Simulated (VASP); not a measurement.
# NaF in VASP: a series of runs

NaF is run at these levels: PBEsol; tasks: single point.

Everything below comes from runs of VASP 6.6.1. Logs are shortened: lines on timing, memory, paths and dates and some standing lists are left out, and cuts for length are marked.

## 1. The cell of the first run

Symmetry: Fm-3m, No. 225, cubic system. The conventional cell has a = 4.716 Å, b = 4.716 Å, c = 4.716 Å, α = 90.00°, β = 90.00°, γ = 90.00°. Within 3.1 Å of Na (site symmetry m-3m) lie 6 F at 2.36 Å. Within 3.1 Å of F (site symmetry m-3m) lie 6 Na at 2.36 Å.

## 2. Single point, PBEsol (strain +0.015 along x and y, +0.015 along z)

The input, INCAR:

```
SYSTEM = NaF
PREC = Accurate
ENCUT = 520
EDIFF = 1E-6
ISMEAR = 0
SIGMA = 0.05
LREAL = .FALSE.
LASPH = .TRUE.
NELM = 80
ALGO = Normal
ISIF = 2
LWAVE = .FALSE.
LCHARG = .FALSE.
GGA = PS
NBANDS = 14
```

The input, KPOINTS:

```
Automatic mesh
0
G
  8 8 8
  0 0 0
```

The input, POSCAR:

```
NaF
1.0
    0.0000000000      2.3581495000      2.3581495000
    2.3581495000      0.0000000000      2.3581495000
    2.3581495000      2.3581495000      0.0000000000
Na F
1 1
Direct
    0.0000000000      0.0000000000      0.0000000000
    0.5000000000      0.5000000000      0.5000000000
```

Potentials or basis: VASP PAW PBE potentials, release 64 (Na_pv, F).

On the command line:

```
$ cat potpaw_PBE.64/Na_pv/POTCAR potpaw_PBE.64/F/POTCAR > POTCAR
$ mpirun -np 1 vasp_std > vasp.out
```

OUTCAR:

```text
SYSTEM = NaF
   PREC = Accurate
   ENCUT = 520
   EDIFF = 1E-6
   ISMEAR = 0
   LREAL = .FALSE.
   LASPH = .TRUE.
   NELM = 80
   ISIF = 2
   GGA = PS

 ion  position               nearest neighbor table
   1  0.000  0.000  0.000-
   2  0.500  0.500  0.500-

  LATTYP: Found a face centered cubic cell.
 ALAT       =     4.7162990000

  Lattice vectors:

 A1 = (   0.0000000000,   2.3581495000,   2.3581495000)
 A2 = (   2.3581495000,   0.0000000000,   2.3581495000)
 A3 = (   2.3581495000,   2.3581495000,   0.0000000000)

Analysis of symmetry for initial positions (statically):
=====================================================================
 Subroutine PRICEL returns:
 Original cell was already a primitive cell.

 Routine SETGRP: Setting up the symmetry group for a
 face centered cubic supercell.

 Subroutine GETGRP returns: Found 48 space group operations
 (whereof 48 operations were pure point group operations)
 out of a pool of 48 trial point group operations.

The static configuration has the point symmetry O_h .

Analysis of symmetry for dynamics (positions and initial velocities):
=====================================================================
 Subroutine PRICEL returns:
 Original cell was already a primitive cell.

 Routine SETGRP: Setting up the symmetry group for a
 face centered cubic supercell.

 Subroutine GETGRP returns: Found 48 space group operations
 (whereof 48 operations were pure point group operations)
 out of a pool of 48 trial point group operations.

The dynamic configuration has the point symmetry O_h .

 Subroutine INISYM returns: Found 48 space group operations
 (whereof 48 operations are pure point group operations),
 and found     1 'primitive' translations

----------------------------------------------------------------------------------------

                                     Primitive cell

  volume of cell :      26.2267

  direct lattice vectors                    reciprocal lattice vectors
     0.000000000  2.358149500  2.358149500    -0.212030662  0.212030662  0.212030662
     2.358149500  0.000000000  2.358149500     0.212030662 -0.212030662  0.212030662
     2.358149500  2.358149500  0.000000000     0.212030662  0.212030662 -0.212030662

  length of vectors
     3.334927005  3.334927005  3.334927005     0.367247880  0.367247880  0.367247880

  position of ions in fractional coordinates (direct lattice)
     0.000000000  0.000000000  0.000000000
     0.500000000  0.500000000  0.500000000

  ion indices of the primitive-cell ions
   primitive index   ion index
                 1           1
                 2           2

----------------------------------------------------------------------------------------

 KPOINTS: Automatic mesh

Automatic generation of k-mesh.
 Grid dimensions read from file:
 generate k-points for:    8    8    8

 Generating k-lattice:

  Cartesian coordinates                     Fractional coordinates (reciprocal lattice)
    -0.026503833  0.026503833  0.026503833     0.125000000  0.000000000  0.000000000
     0.026503833 -0.026503833  0.026503833     0.000000000  0.125000000  0.000000000
     0.026503833  0.026503833 -0.026503833     0.000000000  0.000000000  0.125000000

  Length of vectors
     0.045905985  0.045905985  0.045905985

  Shift w.r.t. Gamma in fractional coordinates (k-lattice)
     0.000000000  0.000000000  0.000000000

 Subroutine IBZKPT returns following result:
 ===========================================

 Found     29 irreducible k-points:

 Following reciprocal coordinates:
            Coordinates               Weight
  0.000000  0.000000  0.000000      1.000000
  0.125000  0.000000  0.000000      8.000000
  0.250000  0.000000  0.000000      8.000000
  0.375000  0.000000  0.000000      8.000000
  0.500000  0.000000  0.000000      4.000000
  0.125000  0.125000  0.000000      6.000000
[... 16 lines left out ...]
  0.500000  0.250000  0.125000     48.000000
 -0.375000  0.250000  0.125000     24.000000
 [... further k-points ...]
   k-points           NKPTS =     29   k-points in BZ     NKDIM =     29   number of bands    NBANDS=     14
   number of dos      NEDOS =    301   number of ions     NIONS =      2
   total plane-waves  NPLWV =  21952
   dimension x,y,z NGX =    28 NGY =   28 NGZ =   28
   dimension x,y,z NGXF=    56 NGYF=   56 NGZF=   56
   ions per type =               1   1
   NGX,Y,Z   is equivalent  to a cutoff of  13.96, 13.96, 13.96 a.u.
   NGXF,Y,Z  is equivalent  to a cutoff of  27.92, 27.92, 27.92 a.u.
 SYSTEM =  NaF
   PREC   = accura    normal or accurate (medium, high low for compatibility)
   ISTART =      0    job   : 0-new  1-cont  2-samecut
   ICHARG =      2    charge: 1-file 2-atom 10-const
   ISPIN  =      1    spin polarized calculation?
   LNONCOLLINEAR =      F non collinear calculations
   LSORBIT =      F    spin-orbit coupling
   LASPH  =      T    aspherical Exc in radial PAW
   ENCUT  =  520.0 eV  38.22 Ry    6.18 a.u.   6.20  6.20  6.20*2*pi/ulx,y,z
   NELM   =     80;   NELMIN=  2; NELMDL= -5     # of ELM steps
   EDIFF  = 0.1E-05   stopping-criterion for ELM
   LREAL  =      F    real-space projection
   EDIFFG = 0.1E-04   stopping-criterion for IOM
   NSW    =      0    number of steps for IOM
   IBRION =     -1    ionic relax: 0-MD 1-quasi-New 2-CG
   NFREE  =      0    steps in history (QN), initial steepest desc. (CG)
   ISIF   =      2    stress and relaxation
   ISYM   =      2    0-nonsym 1-usesym 2-fastsym
   POTIM  = 0.5000    time-step for ionic-motion
   TEBEG  =    0.0;   TEEND  =   0.0 temperature during run
   PSTRESS=    0.0 pullay stress
   NELECT =      14.0000    total number of electrons
   NUPDOWN=      -1.0000    fix difference up-down
   EMIN   =  10.00;   EMAX   =-10.00  energy-range for DOS
   EFERMI =   0.00;   METHOD = LEGACY
   ISMEAR =     0;   SIGMA  =   0.05  broadening in eV -4-tet -1-fermi 0-gaus
   EFERMI_NEDOS =   21; number of points for ismear=-14 and -15
   IALGO  =     38    algorithm
   IMIX   =      4    mixing-type and parameters
     AMIX     =   0.40;   BMIX     =  1.00
     AMIX_MAG =   1.60;   BMIX_MAG =  1.00
  volume/ion in A,a.u.               =      13.11        88.49
  Fermi-wavevector in a.u.,A,eV,Ry     =   1.328015  2.509584 23.995544  1.763623
  Thomas-Fermi vector in A             =   2.457284
   LORBIT       =      0    0 simple, 1 ext, 2 COOP (PROOUT), +10 PAW based schemes
   GGA     = PS    functional components
   LHFCALC =     F    Hartree Fock is set to
   AEXX    =    0.0000 exact exchange contribution
   IVDW    =     0    specifies the selected vdW correction
   LEPSILON=     F    determine dielectric tensor
   LRPA    =     F    only Hartree local field effects (RPA)
 non-spin polarized calculation
 Gauss-broadening in eV      SIGMA  =   0.05
  energy-cutoff  :      520.00
  volume of cell :       26.23
 maximum number of plane-waves:       725
 NGX is ok and might be reduce to    28
   NGX = 13   NGY = 13   NGZ = 13

 number of electron      13.9999997 magnetization

 Free energy of the ion-electron system (eV)
  ---------------------------------------------------
  ext. energy  EPLUGINS =         0.00000000
  ---------------------------------------------------
  free energy    TOTEN  =        -8.75947612 eV

  energy without entropy =       -8.75947612  energy(sigma->0) =       -8.75947612

 E-fermi :  -2.0485     XC(G=0):  -9.0727

 val. band max:       -2.3914566048   @ k =   0.0000   0.0000   0.0000
 cond. band min:       3.5046667042   @ k =   0.0000   0.0000   0.0000
 fundamental gap:      5.8961233090
 Fermi energy:        -2.0485075893

 k-point     1 :       0.0000    0.0000    0.0000
  band No.  band energies     occupation
      1     -21.3636      2.00000
      2     -21.3224      2.00000
      3     -21.3224      2.00000
      4     -21.3224      2.00000
      5      -2.3915      2.00000
      6      -2.3915      2.00000
      7      -2.3915      2.00000
      8       3.5047      0.00000
      9      16.0828      0.00000
     10      16.0828      0.00000
     11      16.0828      0.00000
     12      18.6590      0.00000
     13      20.9866      0.00000
     14      20.9866      0.00000

 k-point     2 :       0.1250    0.0000    0.0000
  band No.  band energies     occupation
      1     -21.6162      2.00000
      2     -21.3240      2.00000
      3     -21.3240      2.00000
      4     -21.0511      2.00000
      5      -2.6740      2.00000
      6      -2.4262      2.00000
      7      -2.4262      2.00000
      8       4.0350      0.00000
      9      14.3293      0.00000
     10      16.2987      0.00000
     11      16.2987      0.00000
     12      20.3641      0.00000
     13      20.3641      0.00000
     14      20.4895      0.00000

 k-point     3 :       0.2500    0.0000    0.0000
  band No.  band energies     occupation
      1     -21.8341      2.00000
      2     -21.3278      2.00000
      3     -21.3278      2.00000
      4     -20.7889      2.00000
      5      -3.2448      2.00000
      6      -2.5089      2.00000
      7      -2.5089      2.00000
      8       5.3165      0.00000
      9      12.2400      0.00000
     10      16.7586      0.00000
     11      16.7586      0.00000
     12      19.6834      0.00000
     13      19.6834      0.00000
     14      21.0434      0.00000
[... 324 lines left out ...]
 k-point    23 :       0.5000    0.2500    0.1250
  band No.  band energies     occupation
      1     -21.8633      2.00000
      2     -21.3664      2.00000
      3     -21.3431      2.00000
      4     -20.6889      2.00000
      5      -3.5645      2.00000
      6      -2.8644      2.00000
      7      -2.6678      2.00000
      8       7.7524      0.00000
      9      10.6882      0.00000
     10      14.3606      0.00000
     11      16.1684      0.00000
     12      18.5053      0.00000
     13      20.4929      0.00000
     14      24.4401      0.00000

 k-point    24 :      -0.3750    0.2500    0.1250
  band No.  band energies     occupation
      1     -21.8787      2.00000
      2     -21.3692      2.00000
      3     -21.3491      2.00000
      4     -20.6594      2.00000
      5      -3.6324      2.00000
      6      -2.9365      2.00000
      7      -2.7040      2.00000
      8       8.8859      0.00000
      9       9.7687      0.00000
     10      14.0856      0.00000
     11      15.8637      0.00000
     12      19.0639      0.00000
     13      20.0816      0.00000
     14      24.6907      0.00000

 [... further k-points ...]

------------------------ aborting loop because EDIFF is reached ----------------------------------------

  FORCE on cell =-STRESS in cart. coord.  units (eV):
  Direction    XX          YY          ZZ          XY          YZ          ZX
  --------------------------------------------------------------------------------------
  -------------------------------------------------------------------------------------
  Total       -0.4116778     -0.4116778     -0.4116778      0.0000000      0.0000000      0.0000000
  in kB      -25.1491899    -25.1491899    -25.1491899      0.0000000      0.0000000      0.0000000
  external PRESSURE =     -25.1491899 kB  Pullay stress =       0.0000000 kB

 VOLUME and BASIS-vectors are now :
 -----------------------------------------------------------------------------
  energy-cutoff  :      520.00
  volume of cell :       26.23
      direct lattice vectors                 reciprocal lattice vectors
     0.000000000  2.358149500  2.358149500    -0.212030662  0.212030662  0.212030662
     2.358149500  0.000000000  2.358149500     0.212030662 -0.212030662  0.212030662
     2.358149500  2.358149500  0.000000000     0.212030662  0.212030662 -0.212030662

 POSITION                                       TOTAL-FORCE (eV/Angst)
 -----------------------------------------------------------------------------------
      0.00000      0.00000      0.00000        -0.000000     -0.000000     -0.000000
      2.35815      2.35815      2.35815         0.000000      0.000000      0.000000
 -----------------------------------------------------------------------------------
    total drift:                                0.000000      0.000000      0.000000

  FREE ENERGIE OF THE ION-ELECTRON SYSTEM (eV)
  ---------------------------------------------------
  free  energy   TOTEN  =        -8.7594761233 eV

  energy  without entropy=       -8.7594761233  energy(sigma->0) =       -8.75947612
```

Wall time 30 s (1 thread of AMD EPYC 7R13, shared host); peak memory 0.12 GiB.

Results:

```
Free energy            : -8.7595 eV
Pressure               : -2.5 GPa
Band gap on the k mesh : 5.90 eV
```

Caveat: the cell differs from its parent crystal (strain +0.015 along x and y, +0.015 along z); the PAW data sets were made with another functional, which shifts forces and pressure a little.

## 3. Single point, PBEsol (strain -0.030 along x and y, -0.015 along z)

The input, INCAR:

```
SYSTEM = NaF
PREC = Accurate ; ENCUT = 520
EDIFF = 1E-7 ; ISMEAR = 0
SIGMA = 0.05 ; LREAL = .False.
LASPH = .True. ; NELM = 80
ALGO = Normal ; ISIF = 2
LWAVE = .False. ; LCHARG = .False.
GGA = PS ; NBANDS = 14
```

The input, KPOINTS:

```
regular mesh
0
Gamma
  8 8 8
  0 0 0
```

The input, POSCAR:

```
NaF
1.0
    0.0000000000      2.2536010000      2.2884505000
    2.2536010000      0.0000000000      2.2884505000
    2.2536010000      2.2536010000      0.0000000000
Na F
1 1
Direct
    0.0000000000      0.0000000000      0.0000000000
    0.5000000000      0.5000000000      0.5000000000
```

Potentials or basis: VASP PAW PBE potentials, release 64 (Na_pv, F).

On the command line:

```
$ cat potpaw_PBE.64/Na_pv/POTCAR potpaw_PBE.64/F/POTCAR > POTCAR
$ mpirun -np 1 vasp_std > vasp.out
```

It took 37 s on 1 thread of AMD EPYC 7R13, shared host; peak memory 0.11 GiB.

Results (log left out):

```yaml
Free_energy: -8.7479 eV
Pressure: 3.7 GPa
Band_gap_on_the_k_mesh: 6.53 eV
```

Stress tensor (GPa, compression positive):
```
4.33 0.00 0.00
0.00 4.33 0.00
0.00 0.00 2.58
```

Levels at points of the mesh, in eV from the valence-band top:
| k point | band 3 | band 4 | band 5 | band 6 | band 7 | band 8 | band 9 | band 10 | band 11 | band 12 |
| --- | --- | --- | --- | --- | --- | --- | --- | --- | --- | --- |
| (0.00, 0.00, 0.00) | -18.57 | -18.57 | 0.00 | 0.00 | 0.00 | 6.53 | 19.24 | 19.36 | 19.36 | 22.15 |
| (0.50, 0.00, 0.00) | -18.58 | -17.82 | -1.78 | -0.30 | -0.29 | 11.02 | 12.91 | 20.57 | 20.87 | 23.50 |
| (0.50, 0.50, 0.00) | -18.64 | -18.64 | -1.43 | -0.43 | -0.43 | 13.40 | 13.41 | 14.17 | 20.65 | 20.65 |
| (0.50, 0.00, 0.50) | -18.65 | -18.64 | -1.40 | -0.47 | -0.44 | 13.26 | 13.61 | 14.22 | 20.39 | 20.55 |

Caveat: the cell differs from its parent crystal (strain -0.030 along x and y, -0.015 along z); the cell stands under pressure; the PAW data sets were made with another functional, which shifts forces and pressure a little.

## 4. Single point, PBEsol (strain -0.030 along x and y, +0.000 along z)

The input, INCAR:

```
PREC = Accurate
ENCUT = 520
EDIFF = 1E-6
ISMEAR = 0
SIGMA = 0.05
LREAL = False
LASPH = True
NELM = 80
ALGO = Normal
ISIF = 2
LWAVE = False
LCHARG = False
GGA = PS
NBANDS = 14
```

The input, KPOINTS:

```
regular mesh
0
Gamma
  8 8 8
```

The input, POSCAR:

```
NaF
1.0
    0.0000000000      2.2536010000      2.3233000000
    2.2536010000      0.0000000000      2.3233000000
    2.2536010000      2.2536010000      0.0000000000
Na F
1 1
Direct
    0.0000000000      0.0000000000      0.0000000000
    0.5000000000      0.5000000000      0.5000000000
```

On the command line:

```
$ cat potpaw_PBE.64/Na_pv/POTCAR potpaw_PBE.64/F/POTCAR > POTCAR
$ mpirun -np 1 vasp_std > vasp.out
```

It took 35 s on 1 thread of AMD EPYC 7R13, shared host; peak memory 0.11 GiB.

It converged, with:

| Item | Value |
| --- | --- |
| Free energy | -8.7522 eV |
| Pressure | 2.8 GPa |
| Band gap on the k mesh | 6.44 eV |

Stress tensor (GPa, compression positive):
```
3.86 0.00 0.00
0.00 3.86 0.00
0.00 0.00 0.73
```

Levels at points of the mesh, in eV from the valence-band top:
```tsv
k point	band 5	band 6	band 7	band 8	band 9	band 10
(0.00, 0.00, 0.00)	0.00	0.00	0.00	6.44	19.06	19.30
(0.50, 0.00, 0.00)	-1.74	-0.30	-0.27	10.92	12.78	20.27
(0.50, 0.50, 0.00)	-1.42	-0.40	-0.40	13.14	13.47	13.98
(0.50, 0.00, 0.50)	-1.36	-0.48	-0.43	13.17	13.55	14.09
```

Caveat: the cell differs from its parent crystal (strain -0.030 along x and y, +0.000 along z); the PAW data sets were made with another functional, which shifts forces and pressure a little.

## 5. Single point, PBEsol (strain -0.030 along x and y, +0.015 along z)

The input, INCAR:

```
SYSTEM = NaF
PREC = Accurate
ENCUT = 520
EDIFF = 1E-6
ISMEAR = 0
SIGMA = 0.05
LREAL = .False.
LASPH = .True.
NELM = 80
ALGO = Normal
ISIF = 2
LWAVE = .False.
LCHARG = .False.
GGA = PS
NBANDS = 14
```

The input, KPOINTS:

```
regular mesh
0
Gamma
  8 8 8
  0 0 0
```

The input, POSCAR:

```
NaF
1.0
    0.0000000000      2.2536010000      2.3581495000
    2.2536010000      0.0000000000      2.3581495000
    2.2536010000      2.2536010000      0.0000000000
Na F
1 1
Direct
    0.0000000000      0.0000000000      0.0000000000
    0.5000000000      0.5000000000      0.5000000000
```

On the command line:

```
$ cat potpaw_PBE.64/Na_pv/POTCAR potpaw_PBE.64/F/POTCAR > POTCAR
$ mpirun -np 1 vasp_std > vasp.out
```

Run time: 33 s. Hardware: 1 thread of AMD EPYC 7R13, shared host; peak memory 0.11 GiB.

It converged, with:

| Quantity | Value |
| --- | --- |
| Free energy | -8.7529 eV |
| Pressure | 2.1 GPa |
| Band gap on the k mesh | 6.36 eV |

Stress tensor (GPa, compression positive):
```
 3.48  0.00  0.00
 0.00  3.48  0.00
 0.00  0.00 -0.74
```

Levels at points of the mesh, in eV from the valence-band top:
| k point | band 3 | band 4 | band 5 | band 6 | band 7 | band 8 | band 9 | band 10 | band 11 | band 12 |
| --- | --- | --- | --- | --- | --- | --- | --- | --- | --- | --- |
| (0.00, 0.00, 0.00) | -18.65 | -18.65 | -0.01 | 0.00 | 0.00 | 6.36 | 18.90 | 19.24 | 19.24 | 21.89 |
| (0.50, 0.00, 0.00) | -18.66 | -17.89 | -1.71 | -0.30 | -0.26 | 10.83 | 12.65 | 19.98 | 20.84 | 22.90 |
| (0.50, 0.50, 0.00) | -18.70 | -18.70 | -1.41 | -0.38 | -0.38 | 12.88 | 13.52 | 13.80 | 20.50 | 20.50 |
| (0.50, 0.00, 0.50) | -18.73 | -18.72 | -1.33 | -0.49 | -0.42 | 13.08 | 13.49 | 13.96 | 19.73 | 20.19 |

Caveat: the cell differs from its parent crystal (strain -0.030 along x and y, +0.015 along z); the PAW data sets were made with another functional, which shifts forces and pressure a little.

## 6. The runs side by side

| cell | gap on the mesh (eV) | pressure (GPa) |
| --- | --- | --- |
| a = 3.335 Å, angles 60.0°, 2 atoms | 5.90 | -2.5 |
| a = 3.212, b = 3.212, c = 3.187 Å, angles 60.3, 60.3, 59.5°, 2 atoms | 6.53 | 3.7 |
| a = 3.237, b = 3.237, c = 3.187 Å, angles 60.5, 60.5, 59.0°, 2 atoms | 6.44 | 2.8 |
| a = 3.262, b = 3.262, c = 3.187 Å, angles 60.8, 60.8, 58.5°, 2 atoms | 6.36 | 2.1 |

Alike in all rows: task single point; level PBEsol; potentials or basis VASP PAW PBE potentials, release 64 (Na_pv, F); no spin polarisation; k mesh 8 × 8 × 8; cutoff (eV) 520; smearing gaussian 0.05 eV.

Caveats: the PAW data sets were made with another functional, which shifts forces and pressure a little; the cell stands under pressure (at least some runs).

Total energies depend on the potentials used, so only differences within one code and one set of settings carry meaning.
